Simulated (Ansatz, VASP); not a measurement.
Ba in VASP and in Ansatz

File INCAR:

```
PREC = Accurate ; ENCUT = 520
EDIFF = 1E-7 ; ISMEAR = -1
SIGMA = 0.1 ; LREAL = False
LASPH = True ; NELM = 100
ALGO = Normal ; ISIF = 2
LWAVE = False ; LCHARG = True
GGA = PE ; LELF = True
LVHAR = True ; NBANDS = 11
```

File KPOINTS:

```
regular mesh
0
Gamma
  10 10 10
```

POSCAR

```
Ba
1.0
    0.0000000000      3.0920849291      3.0920849291
    3.0920849291      0.0000000000      3.0920849291
    3.0920849291      3.0920849291      0.0000000000
Ba
1
Direct
    0.0000000000      0.0000000000      0.0000000000
```

Input for Ansatz:

```yaml
crystal:
  lattice:
    - [0.0, 3.0920849291, 3.0920849291]
    - [3.0920849291, 0.0, 3.0920849291]
    - [3.0920849291, 3.0920849291, 0.0]
  atoms:
    - { symbol: Ba, position: [0.0, 0.0, 0.0] }
kpoints:
  mp_grid: { grid: [10, 10, 10] }
scf:
  occupations: { method: fermi_dirac, width: 0.1 }
hamiltonian:
  xc: pbe
  pseudopotentials: { kind: all_electron, lapw: { basis_error: 0.001 } }
output:
  forces: true
  stress: true
  eigenvalues: true
  populations: true
```

Change from the starting cell: volume scaled by 0.92, LAPW.

Alike in both runs: task single point; functional PBE; k mesh 10 × 10 × 10; occupations fermi-dirac, width 0.1 eV; no spin polarisation.

|  | VASP | Ansatz |
| --- | --- | --- |
| version | VASP 6.6.1 | Ansatz 0.2.0 |
| potentials or method | VASP PAW PBE potentials, release 64 (Ba_sv), cutoff 520 eV | all-electron LAPW, scalar-relativistic |

Ansatz gave:

| Item | Value |
| --- | --- |
| pressure (GPa) | 0.7 |

**Question.** What did VASP give for the same quantities?

**Answer.** Pressure (GPa): 0.8.

Ansatz ran all-electron here, and VASP with PAW potentials.

Spin-orbit coupling is off throughout.
